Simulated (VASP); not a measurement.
# Te2Mo in VASP: further runs

Runs on Te2Mo. Level: r2SCAN. Tasks: single point.

Everything below comes from runs of VASP 6.6.1. Logs are shortened: lines on timing, memory, paths and dates and some standing lists are left out, and cuts for length are marked.

### Step 1. The cell of the first run

The cell holds a slab with vacuum, 3 atoms: a = 3.560 Å, b = 3.560 Å, c = 17.524 Å, α = 90.00°, β = 90.00°, γ = 120.00°.

### Step 2. Single point, r2SCAN

Input file POSCAR:

```
Te2Mo
1.0
    3.5602328140      0.0000000000      0.0000000000
   -1.7801164070      3.0832520603      0.0000000000
    0.0000000000      0.0000000000     17.5240578200
Te Mo
2 1
Direct
    0.3226325013      0.6452650027      0.9011345450
    0.3226325013      0.6452650027      0.1054236450
    0.0000000000      0.0000000000      0.0000000000
```

Input file INCAR.step1:

```
PREC = Accurate ; ENCUT = 520
ISMEAR = 0 ; SIGMA = 0.05
LREAL = F ; LASPH = T
NELM = 80 ; NBANDS = 20
GGA = PE ; ALGO = Normal
EDIFF = 1E-4 ; LWAVE = T
LCHARG = F
```

Input file INCAR.step2:

```
PREC = Accurate ; ENCUT = 520
EDIFF = 1E-7 ; ISMEAR = 0
SIGMA = 0.05 ; LREAL = F
LASPH = T ; NELM = 80
ALGO = Normal ; ISIF = 2
LWAVE = F ; LCHARG = F
METAGGA = R2SCAN ; LMIXTAU = T
NBANDS = 20 ; ISTART = 1
```

Input file KPOINTS:

```
regular mesh
0
Gamma
  12 12 2
```

Potentials or basis: VASP PAW PBE potentials, release 64 (Te, Mo_sv).

The run is started by

```sh
> cat potpaw_PBE.64/Te/POTCAR potpaw_PBE.64/Mo_sv/POTCAR > POTCAR
> cp INCAR.step1 INCAR
> mpirun -np 1 vasp_std > vasp.out
> cp INCAR.step2 INCAR
> mpirun -np 1 vasp_std > vasp.out
```

OUTCAR:

```text
PREC = Accurate
   ENCUT = 520
   EDIFF = 1E-7
   ISMEAR = 0
   LREAL = F
   LASPH = T
   NELM = 80
   ISIF = 2
   METAGGA = R2SCAN
   ISTART = 1

 ion  position               nearest neighbor table
   1  0.323  0.645  0.901-   3 2.64   3 2.71   3 2.71   2 3.58
   2  0.323  0.645  0.105-   3 2.72   3 2.79   3 2.79   1 3.58
   3  0.000  0.000  0.000-   1 2.64   1 2.71   1 2.71   2 2.72   2 2.79   2 2.79

  LATTYP: Found a hexagonal cell.
 ALAT       =     3.5602328140
 C/A-ratio  =     4.9221662558

  Lattice vectors:

 A1 = (   3.5602328140,   0.0000000000,   0.0000000000)
 A2 = (  -1.7801164070,   3.0832520603,   0.0000000000)
 A3 = (   0.0000000000,   0.0000000000,  17.5240578200)

Analysis of symmetry for initial positions (statically):
=====================================================================
 Subroutine PRICEL returns:
 Original cell was already a primitive cell.

 Routine SETGRP: Setting up the symmetry group for a
 hexagonal supercell.

 Subroutine GETGRP returns: Found  2 space group operations
 (whereof  2 operations were pure point group operations)
 out of a pool of 24 trial point group operations.

The static configuration has the point symmetry C_1h.

Analysis of symmetry for dynamics (positions and initial velocities):
=====================================================================
 Subroutine PRICEL returns:
 Original cell was already a primitive cell.

 Routine SETGRP: Setting up the symmetry group for a
 hexagonal supercell.

 Subroutine GETGRP returns: Found  2 space group operations
 (whereof  2 operations were pure point group operations)
 out of a pool of 24 trial point group operations.

The dynamic configuration has the point symmetry C_1h.

 Subroutine INISYM returns: Found  2 space group operations
 (whereof  2 operations are pure point group operations),
 and found     1 'primitive' translations

----------------------------------------------------------------------------------------

                                     Primitive cell

  volume of cell :     192.3633

  direct lattice vectors                    reciprocal lattice vectors
     3.560232814  0.000000000  0.000000000     0.280880508  0.162166437  0.000000000
    -1.780116407  3.083252060  0.000000000     0.000000000  0.324332873  0.000000000
     0.000000000  0.000000000 17.524057820     0.000000000  0.000000000  0.057064409

  length of vectors
     3.560232814  3.560232814 17.524057820     0.324332873  0.324332873  0.057064409

  position of ions in fractional coordinates (direct lattice)
     0.322632501  0.645265003  0.901134545
     0.322632501  0.645265003  0.105423645
     0.000000000  0.000000000  0.000000000

  ion indices of the primitive-cell ions
   primitive index   ion index
                 1           1
                 2           2
                 3           3

----------------------------------------------------------------------------------------

 KPOINTS: regular mesh

Automatic generation of k-mesh.
 Grid dimensions read from file:
 generate k-points for:   12   12    2

 Generating k-lattice:

  Cartesian coordinates                     Fractional coordinates (reciprocal lattice)
     0.023406709  0.013513870  0.000000000     0.083333333  0.000000000  0.000000000
     0.000000000  0.027027739  0.000000000     0.000000000  0.083333333  0.000000000
     0.000000000  0.000000000  0.028532204     0.000000000  0.000000000  0.500000000

  Length of vectors
     0.027027739  0.027027739  0.028532204

  Shift w.r.t. Gamma in fractional coordinates (k-lattice)
     0.000000000  0.000000000  0.000000000

 Subroutine IBZKPT returns following result:
 ===========================================

 Found     86 irreducible k-points:

 Following reciprocal coordinates:
            Coordinates               Weight
  0.000000  0.000000  0.000000      1.000000
  0.083333  0.000000  0.000000      4.000000
  0.000000  0.083333  0.000000      2.000000
  0.166667  0.000000  0.000000      4.000000
  0.000000  0.166667  0.000000      2.000000
  0.250000  0.000000  0.000000      4.000000
[... 16 lines left out ...]
 -0.083333  0.416667  0.000000      4.000000
 -0.416667  0.333333  0.000000      4.000000
 [... further k-points ...]
   k-points           NKPTS =     86   k-points in BZ     NKDIM =     86   number of bands    NBANDS=     20
   number of dos      NEDOS =    301   number of ions     NIONS =      3
   total plane-waves  NPLWV = 109760
   dimension x,y,z NGX =    28 NGY =   28 NGZ =  140
   dimension x,y,z NGXF=    56 NGYF=   56 NGZF=  280
   ions per type =               2   1
   NGX,Y,Z   is equivalent  to a cutoff of  13.07, 13.07, 13.28 a.u.
   NGXF,Y,Z  is equivalent  to a cutoff of  26.15, 26.15, 26.56 a.u.
 SYSTEM =  unknown system
   PREC   = accura    normal or accurate (medium, high low for compatibility)
   ISTART =      1    job   : 0-new  1-cont  2-samecut
   ICHARG =      0    charge: 1-file 2-atom 10-const
[... 42 lines left out ...]
   NGX = 13   NGY = 13   NGZ = 65

 number of electron      26.0000001 magnetization

 Free energy of the ion-electron system (eV)
  ---------------------------------------------------
  ext. energy  EPLUGINS =         0.00000000
  ---------------------------------------------------
  free energy    TOTEN  =       -77.70290508 eV

  energy without entropy =      -77.70290508  energy(sigma->0) =      -77.70290508

 E-fermi :   0.3282     XC(G=0):  -4.7920

 val. band max:       -0.0283869073   @ k =   0.3333   0.3333   0.5000
 cond. band min:       1.0997160061   @ k =   0.3333   0.3333   0.0000
 fundamental gap:      1.1281029134
 Fermi energy:         0.3282102154

 k-point     1 :       0.0000    0.0000    0.0000
  band No.  band energies     occupation
      1     -62.6533      2.00000
      2     -36.0771      2.00000
      3     -35.9929      2.00000
      4     -35.9769      2.00000
      5     -13.1276      2.00000
      6     -12.0683      2.00000
[... 12 lines left out ...]
     19       5.2523      0.00000
     20       5.9474      0.00000

 k-point     2 :       0.0833    0.0000    0.0000
  band No.  band energies     occupation
      1     -62.6526      2.00000
      2     -36.0752      2.00000
      3     -35.9972      2.00000
      4     -35.9830      2.00000
      5     -13.0295      2.00000
      6     -12.0004      2.00000
[... 12 lines left out ...]
     19       5.3667      0.00000
     20       6.1119      0.00000

 k-point     3 :       0.0000    0.0833    0.0000
  band No.  band energies     occupation
      1     -62.6526      2.00000
      2     -36.0751      2.00000
      3     -36.0015      2.00000
      4     -35.9789      2.00000
      5     -13.0280      2.00000
      6     -12.0027      2.00000
[... 12 lines left out ...]
     19       5.3689      0.00000
     20       6.1118      0.00000

 k-point     4 :       0.1667    0.0000    0.0000
  band No.  band energies     occupation
      1     -62.6509      2.00000
      2     -36.0700      2.00000
      3     -36.0152      2.00000
      4     -35.9934      2.00000
      5     -12.7450      2.00000
      6     -11.8039      2.00000
[... 12 lines left out ...]
     19       5.6979      0.00000
     20       6.4129      0.00000

 k-point     5 :       0.0000    0.1667    0.0000
  band No.  band energies     occupation
      1     -62.6509      2.00000
      2     -36.0697      2.00000
      3     -36.0250      2.00000
      4     -35.9843      2.00000
      5     -12.7389      2.00000
      6     -11.8133      2.00000
[... 12 lines left out ...]
     19       5.7046      0.00000
     20       6.4204      0.00000
[... 353 lines left out ...]
      6     -11.2826      2.00000
[... 12 lines left out ...]
     19       6.5683      0.00000
     20       6.8674      0.00000

 k-point    22 :       0.3333    0.0833    0.0000
  band No.  band energies     occupation
      1     -62.6450      2.00000
      2     -36.0896      2.00000
      3     -36.0519      2.00000
      4     -36.0158      2.00000
      5     -11.4809      2.00000
      6     -10.9546      2.00000
[... 12 lines left out ...]
     19       6.7343      0.00000
     20       6.9200      0.00000

 k-point    23 :      -0.0833    0.4167    0.0000
  band No.  band energies     occupation
      1     -62.6448      2.00000
      2     -36.1009      2.00000
      3     -36.0508      2.00000
      4     -36.0068      2.00000
      5     -11.4544      2.00000
      6     -10.9930      2.00000
[... 12 lines left out ...]
     19       6.7377      0.00000
     20       6.9300      0.00000

 k-point    24 :      -0.4167    0.3333    0.0000
  band No.  band energies     occupation
      1     -62.6450      2.00000
      2     -36.0856      2.00000
      3     -36.0522      2.00000
      4     -36.0192      2.00000
      5     -11.4869      2.00000
      6     -10.9435      2.00000
[... 12 lines left out ...]
     19       6.7182      0.00000
     20       6.9447      0.00000

 [... further k-points ...]

------------------------ aborting loop because EDIFF is reached ----------------------------------------

  FORCE on cell =-STRESS in cart. coord.  units (eV):
  Direction    XX          YY          ZZ          XY          YZ          ZX
  --------------------------------------------------------------------------------------
  -------------------------------------------------------------------------------------
  Total       -0.2432887      0.6066867      0.2895756      0.0000000     -0.1634185      0.0000000
  in kB       -2.0263313      5.0530423      2.4118508      0.0000000     -1.3610993      0.0000000
  external PRESSURE =       1.8128539 kB  Pullay stress =       0.0000000 kB

 VOLUME and BASIS-vectors are now :
 -----------------------------------------------------------------------------
  energy-cutoff  :      520.00
  volume of cell :      192.36
      direct lattice vectors                 reciprocal lattice vectors
     3.560232814  0.000000000  0.000000000     0.280880508  0.162166437  0.000000000
    -1.780116407  3.083252060  0.000000000     0.000000000  0.324332873  0.000000000
     0.000000000  0.000000000 17.524057820     0.000000000  0.000000000  0.057064409

 POSITION                                       TOTAL-FORCE (eV/Angst)
 -----------------------------------------------------------------------------------
     -0.00000      1.98951     15.79153         0.000000      0.547096     -0.740316
     -0.00000      1.98951      1.84745        -0.000000      0.424637     -0.530958
      0.00000      0.00000      0.00000        -0.000000     -0.971733      1.271274
 -----------------------------------------------------------------------------------
    total drift:                                0.000000     -0.000043     -0.000203

  FREE ENERGIE OF THE ION-ELECTRON SYSTEM (eV)
  ---------------------------------------------------
  free  energy   TOTEN  =       -77.7029050773 eV

  energy  without entropy=      -77.7029050773  energy(sigma->0) =      -77.70290508
```

It took 22 min on 1 thread of AMD EPYC 9R45 (Zen 5), shared host; peak memory 0.55 GiB.

Results:

| Quantity | Value |
| --- | --- |
| Free energy | -77.7029 eV |
| Largest force | 1.600 eV/Å |
| Band gap on the k mesh | 1.13 eV |

Forces on the atoms (eV/Å):
```
Te   0.000  0.547 -0.740
Te   0.000  0.425 -0.531
Mo   0.000 -0.972  1.271
```

Caveat: the cell differs from its parent crystal (all Te atoms moved +0.087 Å, as atom 1 towards its neighbour atom 3 (Mo) at 2.726 Å); the PAW data sets were made with another functional, which shifts forces and pressure a little; spin-orbit coupling is left out, which moves the levels of the heavy elements.

### Step 3. Single point, r2SCAN

Input file POSCAR:

```
Te2Mo
1.0
    3.5602328140      0.0000000000      0.0000000000
   -1.7801164070      3.0832520603      0.0000000000
    0.0000000000      0.0000000000     17.5240578200
Te Mo
2 1
Direct
    0.3272185722      0.6544371444      0.8997292186
    0.3272185722      0.6544371444      0.1040183186
    0.0000000000      0.0000000000      0.0000000000
```

Input file INCAR.step1:

```
SYSTEM = Te2Mo
PREC     = Accurate       ! precision mode
ENCUT    = 520            ! plane-wave cutoff, eV
ISMEAR   = 0              ! smearing method
SIGMA    = 0.05           ! smearing width, eV
LREAL    = .False.        ! projectors in reciprocal space
LASPH    = .True.         ! aspherical terms in the spheres
NELM     = 80             ! most SCF steps
NBANDS   = 20             ! bands
GGA      = PE             ! functional
ALGO     = Normal         ! electronic algorithm
EDIFF    = 1E-4           ! SCF threshold, eV
LWAVE    = .True.         ! write WAVECAR
LCHARG   = .False.        ! write CHGCAR
```

Input file INCAR.step2:

```
SYSTEM = Te2Mo
PREC     = Accurate       ! precision mode
ENCUT    = 520            ! plane-wave cutoff, eV
EDIFF    = 1E-7           ! SCF threshold, eV
ISMEAR   = 0              ! smearing method
SIGMA    = 0.05           ! smearing width, eV
LREAL    = .False.        ! projectors in reciprocal space
LASPH    = .True.         ! aspherical terms in the spheres
NELM     = 80             ! most SCF steps
ALGO     = Normal         ! electronic algorithm
ISIF     = 2              ! what is computed and relaxed
LWAVE    = .False.        ! write WAVECAR
LCHARG   = .True.         ! write CHGCAR
METAGGA  = R2SCAN         ! meta-GGA
LMIXTAU  = .True.       
LELF     = .True.         ! ELF
LVHAR    = .True.       
NBANDS   = 20             ! bands
ISTART   = 1
```

Input file KPOINTS:

```
regular mesh
0
Gamma
  12 12 2
  0 0 0
```

Potentials or basis: VASP PAW PBE potentials, release 64 (Te, Mo_sv).

The run is started by

```sh
> cat potpaw_PBE.64/Te/POTCAR potpaw_PBE.64/Mo_sv/POTCAR > POTCAR
> cp INCAR.step1 INCAR
> mpirun -np 1 vasp_std > vasp.out
> cp INCAR.step2 INCAR
> mpirun -np 1 vasp_std > vasp.out
```

It took 21 min on 1 thread of Intel Xeon Platinum 8259CL at 2.50GHz (Skylake/Cascade Lake), shared host; peak memory 0.58 GiB.

It converged, with:

```yaml
Free_energy: -77.7489 eV
Largest_force: 0.908 eV/Å
Band_gap_on_the_k_mesh: 1.13 eV
```

Forces on the atoms (eV/Å):
```
Te   0.000  0.294 -0.409
Te   0.000  0.255 -0.315
Mo   0.000 -0.549  0.724
```

Levels at points of the mesh, in eV from the valence-band top:
| k point | band 11 | band 12 | band 13 | band 14 | band 15 | band 16 |
| --- | --- | --- | --- | --- | --- | --- |
| (0.00, 0.00, 0.00) | -1.11 | -0.90 | -0.39 | 3.03 | 3.26 | 3.47 |
| (0.50, 0.00, 0.00) | -1.67 | -0.76 | -0.44 | 1.48 | 1.86 | 3.46 |
| (0.00, 0.50, 0.00) | -1.76 | -0.79 | -0.44 | 1.45 | 1.84 | 3.64 |
| (0.00, 0.00, 0.50) | -1.11 | -0.90 | -0.39 | 3.03 | 3.26 | 3.47 |
| (0.50, 0.00, 0.50) | -1.67 | -0.76 | -0.44 | 1.48 | 1.86 | 3.46 |
| (0.00, 0.50, 0.50) | -1.76 | -0.79 | -0.44 | 1.45 | 1.84 | 3.64 |

Caveat: the cell differs from its parent crystal (all Te atoms moved +0.050 Å, as atom 1 towards its neighbour atom 3 (Mo) at 2.726 Å); the PAW data sets were made with another functional, which shifts forces and pressure a little; spin-orbit coupling is left out, which moves the levels of the heavy elements.

### Step 4. Single point, r2SCAN

Input file POSCAR:

```
Te2Mo
1.0
    3.5602328140      0.0000000000      0.0000000000
   -1.7801164070      3.0832520603      0.0000000000
    0.0000000000      0.0000000000     17.5240578200
Te Mo
2 1
Direct
    0.3363907139      0.6727814278      0.8969185657
    0.3363907139      0.6727814278      0.1012076657
    0.0000000000      0.0000000000      0.0000000000
```

Input file INCAR.step1:

```
SYSTEM = Te2Mo
PREC = Accurate
ENCUT = 520
ISMEAR = 0
SIGMA = 0.05
LREAL = .False.
LASPH = .True.
NELM = 100
NBANDS = 20
GGA = PE
ALGO = Normal
EDIFF = 1E-4
LWAVE = .True.
LCHARG = .False.
```

Input file INCAR.step2:

```
SYSTEM = Te2Mo
PREC = Accurate
ENCUT = 520
EDIFF = 1E-6
ISMEAR = 0
SIGMA = 0.05
LREAL = .False.
LASPH = .True.
NELM = 100
ALGO = Normal
ISIF = 2
LWAVE = .False.
LCHARG = .False.
METAGGA = R2SCAN
LMIXTAU = .True.
NBANDS = 20
ISTART = 1
```

Input file KPOINTS:

```
Automatic mesh
0
Gamma
  12 12 2
  0 0 0
```

The run is started by

```sh
> cat potpaw_PBE.64/Te/POTCAR potpaw_PBE.64/Mo_sv/POTCAR > POTCAR
> cp INCAR.step1 INCAR
> mpirun -np 1 vasp_std > vasp.out
> cp INCAR.step2 INCAR
> mpirun -np 1 vasp_std > vasp.out
```

Run time: 18 min. Hardware: 1 thread of Intel Xeon Platinum 8259CL at 2.50GHz (Skylake/Cascade Lake), shared host; peak memory 0.57 GiB.

It converged, with:

* Free energy: -77.7656 eV
* Largest force: 0.451 eV/Å
* Band gap on the k mesh: 1.13 eV

Forces on the atoms (eV/Å):
```
Te   0.000 -0.130  0.154
Te   0.000 -0.139  0.207
Mo   0.000  0.269 -0.361
```

Levels at points of the mesh, in eV from the valence-band top:
| k point | band 9 | band 10 | band 11 | band 12 | band 13 | band 14 | band 15 | band 16 | band 17 | band 18 |
| --- | --- | --- | --- | --- | --- | --- | --- | --- | --- | --- |
| (0.00, 0.00, 0.00) | -1.82 | -1.76 | -1.07 | -0.96 | -0.40 | 3.10 | 3.23 | 3.46 | 3.52 | 4.75 |
| (0.50, 0.00, 0.00) | -3.50 | -2.48 | -1.72 | -0.77 | -0.45 | 1.46 | 1.85 | 3.56 | 3.86 | 4.31 |
| (0.00, 0.50, 0.00) | -3.53 | -2.51 | -1.67 | -0.73 | -0.47 | 1.48 | 1.86 | 3.50 | 3.88 | 4.28 |
| (0.00, 0.00, 0.50) | -1.82 | -1.76 | -1.07 | -0.96 | -0.40 | 3.10 | 3.23 | 3.46 | 3.52 | 4.92 |
| (0.50, 0.00, 0.50) | -3.50 | -2.48 | -1.72 | -0.77 | -0.45 | 1.46 | 1.85 | 3.56 | 3.86 | 4.31 |
| (0.00, 0.50, 0.50) | -3.53 | -2.51 | -1.67 | -0.73 | -0.47 | 1.48 | 1.86 | 3.50 | 3.88 | 4.28 |

Caveat: the cell differs from its parent crystal (all Te atoms moved -0.025 Å, as atom 1 towards its neighbour atom 3 (Mo) at 2.726 Å); the PAW data sets were made with another functional, which shifts forces and pressure a little; spin-orbit coupling is left out, which moves the levels of the heavy elements.

### Step 5. Overview

| cell | gap on the mesh (eV) | largest force (eV/Å) |
| --- | --- | --- |
| as given, atomic positions A | 1.13 | 1.60 |
| as given, atomic positions B | 1.13 | 0.91 |
| as given, atomic positions C | 1.13 | 0.45 |

Alike in all rows: task single point; level r2SCAN; potentials or basis VASP PAW PBE potentials, release 64 (Te, Mo_sv); no spin polarisation; k mesh 12 × 12 × 2; cutoff (eV) 520; smearing gaussian 0.05 eV.

Caveats: the PAW data sets were made with another functional, which shifts forces and pressure a little; spin-orbit coupling is left out, which moves the levels of the heavy elements.

Total energies depend on the potentials used, so only differences within one code and one set of settings carry meaning.
